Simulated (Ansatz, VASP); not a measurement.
One calculation of Hf2C, two programs

```
Hf C
1.0
     5.43530    0.00000    0.00000
     0.00000    5.41282    0.00000
     0.00000    0.00000    3.35860
Hf C
4 2
Direct
  0.20122 0.79620 0.50000
  0.70122 0.70380 0.00000
  0.79878 0.20380 0.50000
  0.29878 0.29620 0.00000
  0.50000 0.50000 0.50000
  0.00000 0.00000 0.00000
```

Alike in both runs: functional PBE; k mesh 4 × 4 × 6; occupations gaussian, width 0.1 eV; no spin polarisation.

Ansatz relaxed the structure, and its values are those at the end. VASP's run is a single point on that final structure, the one shown.

|  | VASP | Ansatz |
| --- | --- | --- |
| version | VASP 6.6.1 | Ansatz 0.2.0 |
| potentials or method | VASP PAW PBE potentials, release 64 (Hf_pv, C), cutoff 520 eV | scalar-relativistic, plane waves, PAW |
| valence electrons in the cell | 48 | 112 |

```tsv
	VASP	Ansatz	Ansatz less VASP
gap on the k mesh at the Fermi level (eV)	none	none	-
pressure (GPa)	-0.4	0.1	+0.56
rms of the force components (eV/Å)	0.003	0.004	+0.0004
```

A gap of «none» marks a metal or a gap that the smearing closes. The functional is the same, so the differences come from potentials, cutoffs and numerics. VASP's potentials hold 48 valence electrons a cell and Ansatz's 112, so a difference there can come from the potentials and not from the codes.

Neither program's run includes spin-orbit coupling.
